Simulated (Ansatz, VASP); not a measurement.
# ZrB2 in VASP and in Ansatz

INCAR

```
SYSTEM = ZrB2
ALGO = Normal ; EDIFF = 1E-6
ENCUT = 520 ; GGA = PS
ISIF = 2 ; ISMEAR = 0
LASPH = .TRUE. ; LCHARG = .FALSE.
LREAL = .FALSE. ; LWAVE = .FALSE.
NBANDS = 16 ; NELM = 60
PREC = Accurate ; SIGMA = 0.15
```

Contents of KPOINTS:

```
k-points
0
G
  18 18 12
  0 0 0
```

File POSCAR:

```
ZrB2
1.0
    3.1085897340      0.0000000000      0.0000000000
   -1.5542948670      2.6921176796      0.0000000000
    0.0000000000      0.0000000000      3.9009692572
Zr B
1 2
Direct
    0.0000000000      0.0000000000      0.0000000000
    0.3333333333      0.6666666667      0.5000000000
    0.6666666667      0.3333333333      0.5000000000
```

Input for Ansatz:

```yaml
crystal:
  lattice:
    - [3.108589734, 0.0, 0.0]
    - [-1.554294867, 2.6921176796, 0.0]
    - [0.0, 0.0, 3.9009692572]
  atoms:
    - { symbol: Zr, position: [0.0, 0.0, 0.0] }
    - { symbol: B, position: [0.3333333333, 0.6666666667, 0.5] }
    - { symbol: B, position: [0.6666666667, 0.3333333333, 0.5] }
basis:
  ecutwfc: 520.0
kpoints:
  mp_grid: { grid: [18, 18, 12] }
hamiltonian:
  xc: pbesol
scf:
  occupations: { method: gaussian, width: 0.15 }
output:
  forces: true
  stress: true
  eigenvalues: true
```

Alike in both runs: task single point; functional PBEsol; k mesh 18 × 18 × 12; occupations gaussian, width 0.15 eV; no spin polarisation.

|  | VASP | Ansatz |
| --- | --- | --- |
| version | VASP 6.6.1 | Ansatz 0.2.0 |
| potentials or method | VASP PAW PBE potentials, release 64 (Zr_sv, B), cutoff 520 eV | scalar-relativistic, plane waves, PAW |
| valence electrons in the cell | 18 | 18 |

VASP gave:

```
gap on the k mesh at the Fermi level (eV)                     : none
pressure (GPa)                                                : -13.0
traceless stress, the component that is largest in VASP (GPa) : -22.76
```

**Question.** Which values does Ansatz return?

**Answer.** gap on the k mesh at the Fermi level (eV): none; pressure (GPa): -13.3; traceless stress, the component that is largest in VASP (GPa): -22.71.

VASP's potentials were made for PBE, not for PBEsol. A gap of «none» marks a metal or a gap that the smearing closes. With one functional, cell and mesh, what is left measures potentials, basis and numerics.
